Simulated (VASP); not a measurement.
Set up this calculation in VASP 6.6.1, as the native input.

* Task: single point
* Functional: r2SCAN
* Potentials or basis: VASP PAW PBE potentials, release 64 (Ga_d, N)
* Cutoff: 520 eV
* k mesh: 12 × 12 × 6
* Occupations: gaussian, width 0.02 eV
* Spin: no spin polarisation
* Dipole correction: no
* Further INCAR settings: ALGO = Normal; EDIFF = 1e-07; NBANDS = 26

The system is GaN.

```xyz
4
Lattice="3.1831 0.0000 0.0000 -1.5915 2.7566 0.0000 0.0000 0.0000 5.1836" Properties=species:S:1:pos:R:3 pbc="T T T"
Ga    0.0000    1.8378   -0.0046
Ga    1.5915    0.9189    2.5872
N     0.0000    1.8378    1.9485
N     1.5915    0.9189    4.5403
```

The input as run:

POSCAR

```
GaN
1.0
    3.1830984258      0.0000000000      0.0000000000
   -1.5915492129      2.7566440995      0.0000000000
    0.0000000000      0.0000000000      5.1835962158
Ga N
2 2
Direct
    0.3333333333      0.6666666667     -0.0008898964
    0.6666666667      0.3333333333      0.4991101036
    0.3333333333      0.6666666667      0.3758898964
    0.6666666667      0.3333333333      0.8758898964
```

INCAR.step1

```
SYSTEM = GaN
PREC = Accurate ; ENCUT = 520
ISMEAR = 0 ; SIGMA = 0.02
LREAL = .FALSE. ; LASPH = .TRUE.
NELM = 60 ; NBANDS = 26
GGA = PE ; ALGO = Normal
EDIFF = 1E-4 ; LWAVE = .TRUE.
LCHARG = .FALSE.
```

INCAR.step2

```
SYSTEM = GaN
PREC = Accurate ; ENCUT = 520
EDIFF = 1E-7 ; ISMEAR = 0
SIGMA = 0.02 ; LREAL = .FALSE.
LASPH = .TRUE. ; NELM = 60
ALGO = Normal ; ISIF = 2
LWAVE = .FALSE. ; LCHARG = .FALSE.
METAGGA = R2SCAN ; LMIXTAU = .TRUE.
NBANDS = 26 ; ISTART = 1
```

KPOINTS

```
regular mesh
0
G
  12 12 6
  0 0 0
```

Potentials or basis: VASP PAW PBE potentials, release 64 (Ga_d, N).

The run is started by

```console
$ cat potpaw_PBE.64/Ga_d/POTCAR potpaw_PBE.64/N/POTCAR > POTCAR
$ cp INCAR.step1 INCAR
$ mpirun -np 1 vasp_std > vasp.out
$ cp INCAR.step2 INCAR
$ mpirun -np 1 vasp_std > vasp.out
```

Results of the run:

```
Pressure               : 1.1 GPa
Largest force          : 0.005 eV/Å
Band gap on the k mesh : 2.34 eV, direct
```

Caveat: the PAW data sets were made with another functional, which shifts forces and pressure a little.

It took 110 s on 1 thread of Intel(R) Xeon(R) 6975P-C (Granite Rapids), with other jobs on the host, peak memory 0.22 GiB.
